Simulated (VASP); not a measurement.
CdS (Greenockite): single point with PBE+D3(BJ)

Crystal: CdS (Greenockite).

```
Cd S
1.0
     4.15000    0.00000    0.00000
    -2.07500    3.59400    0.00000
     0.00000    0.00000    6.73700
Cd S
2 2
Direct
  0.33333 0.66667 0.02000
  0.66667 0.33333 0.50000
  0.33333 0.66667 0.37500
  0.66667 0.33333 0.87500
```

```
Program                : VASP 6.6.1
Task                   : single point
Functional             : PBE
Dispersion             : D3(BJ)
Potentials or basis    : VASP PAW PBE potentials, release 64 (Cd, S)
Cutoff                 : 500 eV
k mesh                 : 2 × 2 × 2
Occupations            : gaussian, width 0.01 eV
Spin                   : no spin polarisation
Dipole correction      : no
Further INCAR settings : ALGO = Normal; EDIFF = 1e-06; NBANDS = 26
```

```yaml
Pressure: 2.1 GPa
Largest_force: 1.019 eV/Å
Band_gap_on_the_k_mesh: 1.05 eV, direct
Dispersion_energy_per_atom: -0.302 eV
```

Forces in eV/Å, atoms in the order of the input:
```
Cd   0.000  0.000 -1.019
Cd   0.000  0.000  0.427
S    0.000  0.000  0.592
S    0.000  0.000 -0.001
```

Stress tensor (GPa, compression positive):
```
2.09 0.00 0.00
0.00 2.09 0.00
0.00 0.00 2.24
```

Levels at points of the mesh, in eV from the valence-band top:
```csv
k point,band 15,band 16,band 17,band 18,band 19,band 20,band 21,band 22
"(0.00, 0.00, 0.00)",-0.90,-0.14,0.00,0.00,1.05,2.74,6.29,6.29
"(0.50, 0.00, 0.00)",-2.77,-1.96,-1.45,-0.65,3.51,3.84,4.92,6.28
"(0.00, 0.00, 0.50)",-0.64,-0.64,-0.29,-0.29,2.57,2.92,6.08,6.22
"(0.50, 0.00, 0.50)",-1.57,-1.53,-1.33,-1.12,3.22,3.35,5.17,5.47
```

Wall time 16 s on 1 thread of Intel(R) Xeon(R) Platinum 8259CL CPU @ 2.50GHz (Skylake/Cascade Lake) (shared host), peak memory 0.19 GiB.

Caveat: the k points lie up to 0.87 Å⁻¹ apart; three body term missing; forces of over 1 eV/Å act on the atoms, so gaps and moduli don't describe the material at rest. PBE gaps usually lie below the measured ones, often by a third to a half.
